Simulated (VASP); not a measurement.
# Ti (Im-3m) in VASP: further runs

The runs below take Ti through single point, with PBE.

All numbers are computed with VASP 6.6.1; they aren't measurements. Logs are shortened: lines on timing, memory, paths and dates and some standing lists are left out, and cuts for length are marked.

**1. The cell of the first run**

It takes space group Im-3m (No. 229, cubic). The conventional cell has a = 3.155 Å, b = 3.155 Å, c = 3.155 Å, α = 90.00°, β = 90.00°, γ = 90.00°. Ti (site symmetry m-3m) has 14 Ti at 2.73 to 3.15 Å within 3.6 Å.

This isn't the form of Ti at room conditions, which is hcp.

**2. Single point, PBE, collinear spin (15.70 Å³/atom)**

File INCAR:

```
PREC = Accurate ; ENCUT = 520
EDIFF = 1E-6 ; ISMEAR = 0
SIGMA = 0.15 ; LREAL = False
LASPH = True ; NELM = 150
ALGO = Normal ; ISIF = 2
LWAVE = False ; LCHARG = False
ISPIN = 2 ; MAGMOM = 0.6
LORBIT = 11 ; NUPDOWN = 0.6
LMAXMIX = 4 ; GGA = PE
NBANDS = 16
```

File KPOINTS:

```
regular mesh
0
Gamma
  22 22 22
```

File POSCAR:

```
Ti
1.0
   -1.5773836419      1.5773836419      1.5773836419
    1.5773836419     -1.5773836419      1.5773836419
    1.5773836419      1.5773836419     -1.5773836419
Ti
1
Direct
    0.0000000000      0.0000000000      0.0000000000
```

Potentials or basis: VASP PAW PBE potentials, release 64 (Ti_sv).

Started as:

```
cat potpaw_PBE.64/Ti_sv/POTCAR > POTCAR
mpirun -np 1 vasp_std > vasp.out
```

OUTCAR:

```text
PREC = Accurate
   ENCUT = 520
   EDIFF = 1E-6
   ISMEAR = 0
   LREAL = False
   LASPH = True
   NELM = 150
   ISIF = 2
   ISPIN = 2
   LORBIT = 11
   NUPDOWN = 0.6
   GGA = PE

 ion  position               nearest neighbor table
   1  0.000  0.000  0.000-

  LATTYP: Found a body centered cubic cell.
 ALAT       =     3.1547672838

  Lattice vectors:

 A1 = (  -1.5773836419,   1.5773836419,   1.5773836419)
 A2 = (   1.5773836419,  -1.5773836419,   1.5773836419)
 A3 = (   1.5773836419,   1.5773836419,  -1.5773836419)

Analysis of symmetry for initial positions (statically):
=====================================================================
 Subroutine PRICEL returns:
 Original cell was already a primitive cell.

 Routine SETGRP: Setting up the symmetry group for a
 body centered cubic supercell.

 Subroutine GETGRP returns: Found 48 space group operations
 (whereof 48 operations were pure point group operations)
 out of a pool of 48 trial point group operations.

The static configuration has the point symmetry O_h .

Analysis of symmetry for dynamics (positions and initial velocities):
=====================================================================
 Subroutine PRICEL returns:
 Original cell was already a primitive cell.

 Routine SETGRP: Setting up the symmetry group for a
 body centered cubic supercell.

 Subroutine GETGRP returns: Found 48 space group operations
 (whereof 48 operations were pure point group operations)
 out of a pool of 48 trial point group operations.

The dynamic configuration has the point symmetry O_h .

Analysis of structural, dynamic, and magnetic symmetry:
=====================================================================
 Subroutine PRICEL returns:
 Original cell was already a primitive cell.

 Routine SETGRP: Setting up the symmetry group for a
 body centered cubic supercell.

 Subroutine GETGRP returns: Found 48 space group operations
 (whereof 48 operations were pure point group operations)
 out of a pool of 48 trial point group operations.

The overall configuration has the point symmetry O_h .

 Subroutine INISYM returns: Found 48 space group operations
 (whereof 48 operations are pure point group operations),
 and found     1 'primitive' translations

----------------------------------------------------------------------------------------

                                     Primitive cell

  volume of cell :      15.6990

  direct lattice vectors                    reciprocal lattice vectors
    -1.577383642  1.577383642  1.577383642     0.000000000  0.316980592  0.316980592
     1.577383642 -1.577383642  1.577383642     0.316980592  0.000000000  0.316980592
     1.577383642  1.577383642 -1.577383642     0.316980592  0.316980592  0.000000000

  length of vectors
     2.732108611  2.732108611  2.732108611     0.448278252  0.448278252  0.448278252

  position of ions in fractional coordinates (direct lattice)
     0.000000000  0.000000000  0.000000000

  ion indices of the primitive-cell ions
   primitive index   ion index
                 1           1

----------------------------------------------------------------------------------------

 KPOINTS: regular mesh

Automatic generation of k-mesh.
 Grid dimensions read from file:
 generate k-points for:   22   22   22

 Generating k-lattice:

  Cartesian coordinates                     Fractional coordinates (reciprocal lattice)
     0.000000000  0.014408209  0.014408209     0.045454545  0.000000000  0.000000000
     0.014408209  0.000000000  0.014408209     0.000000000  0.045454545  0.000000000
     0.014408209  0.014408209  0.000000000     0.000000000  0.000000000  0.045454545

  Length of vectors
     0.020376284  0.020376284  0.020376284

  Shift w.r.t. Gamma in fractional coordinates (k-lattice)
     0.000000000  0.000000000  0.000000000

 Subroutine IBZKPT returns following result:
 ===========================================

 Found    328 irreducible k-points:

 Following reciprocal coordinates:
            Coordinates               Weight
  0.000000  0.000000  0.000000      1.000000
  0.045455  0.000000  0.000000     12.000000
  0.090909  0.000000  0.000000     12.000000
  0.136364  0.000000  0.000000     12.000000
  0.181818  0.000000  0.000000     12.000000
  0.227273  0.000000  0.000000     12.000000
[... 16 lines left out ...]
  0.090909  0.090909  0.000000     24.000000
  0.136364  0.090909  0.000000     48.000000
 [... further k-points ...]
   k-points           NKPTS =    328   k-points in BZ     NKDIM =    328   number of bands    NBANDS=     16
   number of dos      NEDOS =    301   number of ions     NIONS =      1
   total plane-waves  NPLWV =   8000
   dimension x,y,z NGX =    20 NGY =   20 NGZ =   20
   dimension x,y,z NGXF=    40 NGYF=   40 NGZF=   40
   ions per type =               1
   NGX,Y,Z   is equivalent  to a cutoff of  12.17, 12.17, 12.17 a.u.
   NGXF,Y,Z  is equivalent  to a cutoff of  24.34, 24.34, 24.34 a.u.
 SYSTEM =  unknown system
   PREC   = accura    normal or accurate (medium, high low for compatibility)
   ISTART =      0    job   : 0-new  1-cont  2-samecut
   ICHARG =      2    charge: 1-file 2-atom 10-const
   ISPIN  =      2    spin polarized calculation?
   LNONCOLLINEAR =      F non collinear calculations
   LSORBIT =      F    spin-orbit coupling
   LASPH  =      T    aspherical Exc in radial PAW
   ENCUT  =  520.0 eV  38.22 Ry    6.18 a.u.   5.08  5.08  5.08*2*pi/ulx,y,z
   NELM   =    150;   NELMIN=  2; NELMDL= -5     # of ELM steps
   EDIFF  = 0.1E-05   stopping-criterion for ELM
   LREAL  =      F    real-space projection
[... 7 lines left out ...]
   TEBEG  =    0.0;   TEEND  =   0.0 temperature during run
   PSTRESS=    0.0 pullay stress
   NELECT =      12.0000    total number of electrons
   NUPDOWN=       0.6000    fix difference up-down
   EMIN   =  10.00;   EMAX   =-10.00  energy-range for DOS
   EFERMI =   0.00;   METHOD = LEGACY
   ISMEAR =     0;   SIGMA  =   0.15  broadening in eV -4-tet -1-fermi 0-gaus
   EFERMI_NEDOS =   21; number of points for ismear=-14 and -15
   IALGO  =     38    algorithm
   IMIX   =      4    mixing-type and parameters
     AMIX     =   0.40;   BMIX     =  1.00
     AMIX_MAG =   1.60;   BMIX_MAG =  1.00
  volume/ion in A,a.u.               =      15.70       105.94
  Fermi-wavevector in a.u.,A,eV,Ry     =   1.496849  2.828634 30.484617  2.240556
  Thomas-Fermi vector in A             =   2.608812
   LORBIT       =     11    0 simple, 1 ext, 2 COOP (PROOUT), +10 PAW based schemes
   GGA     = PE    functional components
   LHFCALC =     F    Hartree Fock is set to
   AEXX    =    0.0000 exact exchange contribution
   IVDW    =     0    specifies the selected vdW correction
   LEPSILON=     F    determine dielectric tensor
   LRPA    =     F    only Hartree local field effects (RPA)
 spin polarized calculation
 Gauss-broadening in eV      SIGMA  =   0.15
  energy-cutoff  :      520.00
  volume of cell :       15.70
 maximum number of plane-waves:       438
   NGX = 11   NGY = 11   NGZ = 11

 number of electron      11.9999996 magnetization       0.6000000

 Free energy of the ion-electron system (eV)
  ---------------------------------------------------
  ext. energy  EPLUGINS =         0.00000000
  ---------------------------------------------------
  free energy    TOTEN  =        -7.66638709 eV

  energy without entropy =       -7.64207014  energy(sigma->0) =       -7.65422861

 E-fermi :   9.1212     XC(G=0): -11.9692

 val. band max:        9.2417662816   @ k =   0.3636   0.1818   0.0455
 cond. band min:       9.1228795123   @ k =   0.2727   0.2727   0.0909
 fundamental gap:     -0.1188867693
 Fermi energy:         9.2432292797

 spin component 1

 k-point     1 :       0.0000    0.0000    0.0000
  band No.  band energies     occupation
      1     -47.3406      1.00000
      2     -23.0571      1.00000
      3     -23.0571      1.00000
      4     -23.0571      1.00000
      5       2.7975      1.00000
      6      10.0112      0.00000
[... 8 lines left out ...]
     15      33.9407      0.00000
     16      38.1243      0.00000

 k-point     2 :       0.0455    0.0000    0.0000
  band No.  band energies     occupation
      1     -47.3366      1.00000
      2     -23.0769      1.00000
      3     -23.0630      1.00000
      4     -23.0572      1.00000
      5       2.8760      1.00000
      6       9.9732      0.00000
[... 8 lines left out ...]
     15      34.0509      0.00000
     16      37.0460      0.00000
[... 387 lines left out ...]
      5       3.6937      1.00000
      6       9.6625      0.00004
[... 8 lines left out ...]
     15      32.8698      0.00000
     16      35.2003      0.00000

 k-point    24 :       0.1364    0.0909    0.0000
  band No.  band energies     occupation
      1     -47.2741      1.00000
      2     -23.3802      1.00000
      3     -23.1395      1.00000
      4     -23.0821      1.00000
      5       4.1700      1.00000
      6       9.4722      0.01544
[... 8 lines left out ...]
     15      32.5135      0.00000
     16      35.2453      0.00000

 [... further k-points ...]

 spin component 2

 k-point     1 :       0.0000    0.0000    0.0000
  band No.  band energies     occupation
      1     -46.9699      1.00000
      2     -22.6887      1.00000
      3     -22.6887      1.00000
      4     -22.6887      1.00000
      5       3.2641      1.00000
      6      10.5176      0.00000
[... 8 lines left out ...]
     15      34.2502      0.00000
     16      38.7318      0.00000

 k-point     2 :       0.0455    0.0000    0.0000
  band No.  band energies     occupation
      1     -46.9660      1.00000
      2     -22.7084      1.00000
      3     -22.6946      1.00000
      4     -22.6889      1.00000
      5       3.3424      1.00000
      6      10.4796      0.00000
[... 8 lines left out ...]
     15      34.3683      0.00000
     16      37.5634      0.00000
[... 387 lines left out ...]
      5       4.1592      1.00000
      6      10.1662      0.00000
[... 8 lines left out ...]
     15      33.3710      0.00000
     16      35.6182      0.00000

 k-point    24 :       0.1364    0.0909    0.0000
  band No.  band energies     occupation
      1     -46.9040      1.00000
      2     -23.0085      1.00000
      3     -22.7701      1.00000
      4     -22.7137      1.00000
      5       4.6350      1.00000
      6       9.9739      0.00000
[... 8 lines left out ...]
     15      32.8998      0.00000
     16      35.7452      0.00000

 [... further k-points ...]

------------------------ aborting loop because EDIFF is reached ----------------------------------------

  FORCE on cell =-STRESS in cart. coord.  units (eV):
  Direction    XX          YY          ZZ          XY          YZ          ZX
  --------------------------------------------------------------------------------------
  -------------------------------------------------------------------------------------
  Total        1.2364788      1.2364788      1.2364788      0.0000000      0.0000000     -0.0000000
  in kB      126.1900932    126.1900932    126.1900932      0.0000000      0.0000000     -0.0000000
  external PRESSURE =     126.1900932 kB  Pullay stress =       0.0000000 kB

 VOLUME and BASIS-vectors are now :
 -----------------------------------------------------------------------------
  energy-cutoff  :      520.00
  volume of cell :       15.70
      direct lattice vectors                 reciprocal lattice vectors
    -1.577383642  1.577383642  1.577383642     0.000000000  0.316980592  0.316980592
     1.577383642 -1.577383642  1.577383642     0.316980592  0.000000000  0.316980592
     1.577383642  1.577383642 -1.577383642     0.316980592  0.316980592  0.000000000

 POSITION                                       TOTAL-FORCE (eV/Angst)
 -----------------------------------------------------------------------------------
      0.00000      0.00000      0.00000         0.000000     -0.000000      0.000000
 -----------------------------------------------------------------------------------
    total drift:                               -0.000000     -0.000000      0.000000

  FREE ENERGIE OF THE ION-ELECTRON SYSTEM (eV)
  ---------------------------------------------------
  free  energy   TOTEN  =        -7.6663870852 eV

  energy  without entropy=       -7.6420701387  energy(sigma->0) =       -7.65422861

 total charge

# of ion       s       p       d       tot
------------------------------------------
    1        2.264   6.131   1.999  10.394

 magnetization (x)

# of ion       s       p       d       tot
------------------------------------------
    1        0.004   0.040   0.385   0.430
```

Run time: 1.7 min. Hardware: 1 thread of AMD EPYC 9R45 (Zen 5), shared host; peak memory 0.19 GiB.

What came out:

```yaml
Free_energy: -7.6664 eV
Pressure: 12.6 GPa
Net_moment: 0.60 μB per cell
Site_moments: Ti +0.43 μB
Valence_electrons_inside_the_program's_atomic_spheres: Ti 10.39
```

Caveat: the cell stands under pressure; the total moment is fixed, so each spin has its own Fermi level.

**3. Single point, PBE, collinear spin (15.70 Å³/atom)**

File INCAR:

```
SYSTEM = Ti
PREC = Accurate
ENCUT = 520
EDIFF = 1E-6
ISMEAR = 0
SIGMA = 0.15
LREAL = .FALSE.
LASPH = .TRUE.
NELM = 150
ALGO = Fast
ISIF = 2
LWAVE = .FALSE.
LCHARG = .FALSE.
ISPIN = 2
MAGMOM = 0.9
LORBIT = 11
NUPDOWN = 0.9
LMAXMIX = 4
GGA = PE
NBANDS = 16
```

File KPOINTS:

```
regular mesh
0
G
  22 22 22
  0 0 0
```

POSCAR is that of step 2.

Potentials or basis: VASP PAW PBE potentials, release 64 (Ti_sv).

Started as:

```
cat potpaw_PBE.64/Ti_sv/POTCAR > POTCAR
mpirun -np 1 vasp_std > vasp.out
```

Wall time 2.1 min (1 thread of AMD EPYC 9R45 (Zen 5), shared host); peak memory 0.19 GiB.

The run converged. Its results:

```yaml
Free_energy: -7.6442 eV
Pressure: 13.9 GPa
Net_moment: 0.90 μB per cell
Site_moments: Ti +0.65 μB
Valence_electrons_inside_the_program's_atomic_spheres: Ti 10.39
```

Caveat: the cell stands under pressure; the total moment is fixed, so each spin has its own Fermi level.

**4. Single point, PBE, collinear spin (15.70 Å³/atom)**

File INCAR:

```
SYSTEM = Ti
ALGO = Fast
EDIFF = 1E-7
ENCUT = 520
GGA = PE
ISIF = 2
ISMEAR = 0
ISPIN = 2
LASPH = .True.
LCHARG = .False.
LMAXMIX = 4
LORBIT = 11
LREAL = .False.
LWAVE = .False.
MAGMOM = 0.3
NBANDS = 16
NELM = 150
NUPDOWN = 0.3
PREC = Accurate
SIGMA = 0.15
```

File KPOINTS:

```
k-points
0
Gamma
  22 22 22
  0 0 0
```

POSCAR is that of step 3.

Started as:

```
cat potpaw_PBE.64/Ti_sv/POTCAR > POTCAR
mpirun -np 1 vasp_std > vasp.out
```

Wall time 2 min (1 thread of AMD EPYC 9R45 (Zen 5), shared host); peak memory 0.19 GiB.

The run converged. Its results:

| Quantity | Value |
| --- | --- |
| Free energy | -7.6809 eV |
| Pressure | 11.7 GPa |
| Net moment | 0.30 μB per cell |
| Site moments | Ti +0.21 μB |
| Valence electrons inside the program's atomic spheres | Ti 10.39 |

Caveat: the cell stands under pressure; the total moment is fixed, so each spin has its own Fermi level.

**5. Single point, PBE, collinear spin (15.70 Å³/atom)**

File INCAR:

```
  PREC = Accurate
  ENCUT = 520
  EDIFF = 1E-6
  ISMEAR = 0
  SIGMA = 0.15
  LREAL = F
  LASPH = T
  NELM = 150
  ALGO = Normal
  ISIF = 2
  LWAVE = F
  LCHARG = F
  ISPIN = 2
  MAGMOM = 0.7
  LORBIT = 11
  NUPDOWN = 0.7
  LMAXMIX = 4
  GGA = PE
  NBANDS = 16
```

File KPOINTS:

```
regular mesh
0
Gamma
  22 22 22
```

POSCAR is that of step 4.

Started as:

```
cat potpaw_PBE.64/Ti_sv/POTCAR > POTCAR
mpirun -np 1 vasp_std > vasp.out
```

It took 76 s on 1 thread of AMD EPYC 9R45 (Zen 5), shared host; peak memory 0.19 GiB.

It converged, with:

| Item | Value |
| --- | --- |
| Free energy | -7.6599 eV |
| Pressure | 13.0 GPa |
| Net moment | 0.70 μB per cell |
| Site moments | Ti +0.50 μB |
| Valence electrons inside the program's atomic spheres | Ti 10.39 |

Caveat: the cell stands under pressure; the total moment is fixed, so each spin has its own Fermi level.

**6. Single point, PBE, collinear spin (15.70 Å³/atom)**

File INCAR:

```
SYSTEM = Ti
PREC = Accurate
ENCUT = 520
EDIFF = 1E-6
ISMEAR = 0
SIGMA = 0.15
LREAL = .FALSE.
LASPH = .TRUE.
NELM = 150
ALGO = Fast
ISIF = 2
LWAVE = .FALSE.
LCHARG = .FALSE.
ISPIN = 2
MAGMOM = 0.1
LORBIT = 11
NUPDOWN = 0.1
LMAXMIX = 4
GGA = PE
NBANDS = 16
```

File KPOINTS:

```
regular mesh
0
G
  22 22 22
  0 0 0
```

POSCAR is that of step 5.

Potentials or basis: VASP PAW PBE potentials, release 64 (Ti_sv).

Started as:

```
cat potpaw_PBE.64/Ti_sv/POTCAR > POTCAR
mpirun -np 1 vasp_std > vasp.out
```

Wall time 2 min (1 thread of AMD EPYC 9R45 (Zen 5), shared host); peak memory 0.2 GiB.

It converged, with:

```
Free energy                                           : -7.6857 eV
Pressure                                              : 11.4 GPa
Net moment                                            : 0.10 μB per cell
Site moments                                          : Ti +0.07 μB
Valence electrons inside the program's atomic spheres : Ti 10.39
```

Caveat: the cell stands under pressure; the total moment is fixed, so each spin has its own Fermi level.

**7. Summary**

```csv
fixed moment (μB),pressure (GPa),moment (μB)
0.6,12.6,0.60
0.9,13.9,0.90
0.3,11.7,0.30
0.7,13.0,0.70
0.1,11.4,0.10
```

Alike in all rows: task single point; level PBE; potentials or basis VASP PAW PBE potentials, release 64 (Ti_sv); spin collinear; cell as given; k mesh 22 × 22 × 22; cutoff (eV) 520; smearing gaussian 0.15 eV.

Caveats: the cell stands under pressure; the total moment is fixed, so each spin has its own Fermi level.

Total energies depend on the potentials used, so only differences within one code and one set of settings carry meaning.
